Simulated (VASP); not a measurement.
Set up this calculation in VASP 6.6.1, as the native input.

```yaml
Task: single point
Functional: PBE
Potentials_or_basis: VASP PAW PBE potentials, release 64 (K_sv, I)
Cutoff: 500 eV
k_mesh: 6 × 6 × 4
Occupations: fermi-dirac, width 0.02 eV
Spin: no spin polarisation
Dipole_correction: no
Further_INCAR_settings: ALGO = Normal; EDIFF = 1e-06; NBANDS = 24
```

The structure of KI lies in POSCAR:

```
KI
1.0
    4.9705500350      0.0000000000      0.0000000000
   -2.4852750175      4.3046226011      0.0000000000
    0.0000000000      0.0000000000      8.6682758660
K I
2 2
Direct
    0.0000000000      0.0000000000      0.0000000000
    0.0000000000      0.0000000000      0.5000000000
    0.3333333333      0.6666666667      0.2500000000
    0.6666666667      0.3333333333      0.7500000000
```

The input as run:

INCAR

```
PREC     = Accurate       # precision mode
ENCUT    = 500            # plane-wave cutoff, eV
EDIFF    = 1E-6           # SCF threshold, eV
ISMEAR   = -1             # smearing method
SIGMA    = 0.02           # smearing width, eV
LREAL    = False          # projectors in reciprocal space
LASPH    = True           # aspherical terms in the spheres
NELM     = 120            # most SCF steps
ALGO     = Normal         # electronic algorithm
ISIF     = 2              # what is computed and relaxed
LWAVE    = False          # write WAVECAR
LCHARG   = False          # write CHGCAR
GGA      = PE             # functional
NBANDS   = 24             # bands
GGA_COMPAT= False
```

KPOINTS

```
Automatic mesh
0
Gamma
  6 6 4
```

Potentials or basis: VASP PAW PBE potentials, release 64 (K_sv, I).

Command:

```console
$ cat potpaw_PBE.64/K_sv/POTCAR potpaw_PBE.64/I/POTCAR > POTCAR
$ mpirun -np 1 vasp_std > vasp.out
```

It gave:

```json
{
  "Pressure": "0.0 GPa",
  "Band gap on the k mesh": "3.78 eV"
}
```

Caveat: spin-orbit coupling is left out, which moves the levels of the heavy elements.

It took 110 s on 1 thread of Oxide Virtual Turin-like Processor (shared host), peak memory 0.26 GiB.
